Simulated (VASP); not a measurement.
Input of a VASP 6.6.1 run:

Contents of INCAR:

```
PREC = Accurate
ENCUT = 590
EDIFF = 1E-6
ISMEAR = 0
SIGMA = 0.1
LREAL = False
LASPH = True
NELM = 300
ALGO = All
ISIF = 2
LWAVE = False
LCHARG = False
GGA = PE
NBANDS = 44
GGA_COMPAT = False
ISEARCH = 1
KPAR = 4
```

The input KPOINTS:

```
Automatic mesh
0
Gamma
  12 12 2
```

The input POSCAR:

```
Ti3Al3Cu2
1.0
    2.8478644437      0.0000000000      0.0000000000
    0.0000000000      2.8478644437      0.0000000000
    0.0000000000      0.0000000000     14.7988335378
Ti Al Cu
3 3 2
Direct
    0.0000000000      0.0000000000      0.7308112041
    0.0000000000      0.0000000000      0.2691887959
    0.0000000000      0.0000000000      0.0000000000
    0.5000000000      0.5000000000      0.8637142331
    0.5000000000      0.5000000000      0.1362857669
    0.0000000000      0.0000000000      0.5000000000
    0.5000000000      0.5000000000      0.6057056406
    0.5000000000      0.5000000000      0.3942943594
```

Potentials or basis: VASP PAW PBE potentials, release 64 (Ti_sv, Al, Cu).

Command:

```bash
$ cat potpaw_PBE.64/Ti_sv/POTCAR potpaw_PBE.64/Al/POTCAR potpaw_PBE.64/Cu/POTCAR > POTCAR
$ mpirun -np 4 vasp_std > vasp.out
```

(1) Predict the largest force.

(2) What does it give for the pressure?

(3) Estimate the band gap on the k mesh.

## Answers

(1) 0.022 eV/Å.

(2) 0.1 GPa.

(3) zero (an odd number of electrons rules out a gap without spin polarisation).
